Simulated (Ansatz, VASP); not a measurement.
## Ni in VASP and in Ansatz

```
CELL_PARAMETERS angstrom
0.00000 1.73942 1.73942
1.73942 0.00000 1.73942
1.73942 1.73942 0.00000
ATOMIC_POSITIONS crystal
Ni 0.00000 0.00000 0.00000
```

Alike in both runs: task single point; functional r2SCAN; k mesh 20 × 20 × 20; occupations gaussian, width 0.05 eV; collinear spin.

|  | VASP | Ansatz |
| --- | --- | --- |
| version | VASP 6.6.1 | Ansatz 0.2.0 |
| potentials or method | VASP PAW PBE potentials, release 64 (Ni), cutoff 520 eV | scalar-relativistic, plane waves, PAW |
| valence electrons in the cell | 10 | 18 |

VASP gave:

* gap on the k mesh at the Fermi level (eV): none
* pressure (GPa): 0.2
* net moment per atom (μB): 0.73
* size of the moment on the site where the two differ most (μB): 0.75

Task: Which values does Ansatz return?

Result: gap on the k mesh at the Fermi level (eV): none; pressure (GPa): 0.0; net moment per atom (μB): 0.76; size of the moment on the site where the two differ most (μB): 0.82.

VASP's potentials were made for PBE, not for r2SCAN. Site moments also hang on the region over which each program counts them. A gap of «none» marks a metal or a gap that the smearing closes. The functional is the same, so the differences come from potentials, cutoffs and numerics. VASP's potentials hold 10 valence electrons a cell and Ansatz's 18, so a difference there can come from the potentials and not from the codes. Ansatz's warnings: stability check not made.
